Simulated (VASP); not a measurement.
Cr:

```
Cr
1.0
    -1.44195    1.44195    1.44195
     1.44195   -1.44195    1.44195
     1.44195    1.44195   -1.44195
Cr
1
Direct
  0.00000 0.00000 0.00000
```

Base run:

| Quantity | Value |
| --- | --- |
| Program | VASP 6.6.1 |
| Functional | LDA |
| Potentials or basis | VASP PAW LDA potentials, release 64 (Cr_pv) |
| Cutoff | 500 eV |
| k mesh | 14 × 14 × 14 |
| Occupations | gaussian, width 0.05 eV |
| Spin | collinear spin, ferromagnetic start |
| Starting moments | [0.9] μB |
| Fixed moment | 0.9 μB |

Its results: pressure -17.6 GPa; site moments Cr +0.83 μB.

Q: After a change of settings the same cell gave: pressure -10.1 GPa; site moments Cr +1.25 μB. Which change was it?
A. fixed moment from 0.9 μB to 1.35 μB; moments at the start from [0.9] to [1.35]
B. fixed moment from 0.9 μB to 0.45 μB; moments at the start from [0.9] to [0.45]
C. fixed moment from 0.9 μB to 1.57 μB; moments at the start from [0.9] to [1.57]
D. fixed moment from 0.9 μB to 1.12 μB; moments at the start from [0.9] to [1.12]

A: A.

Caveats: the total moment is fixed, so each spin has its own Fermi level.
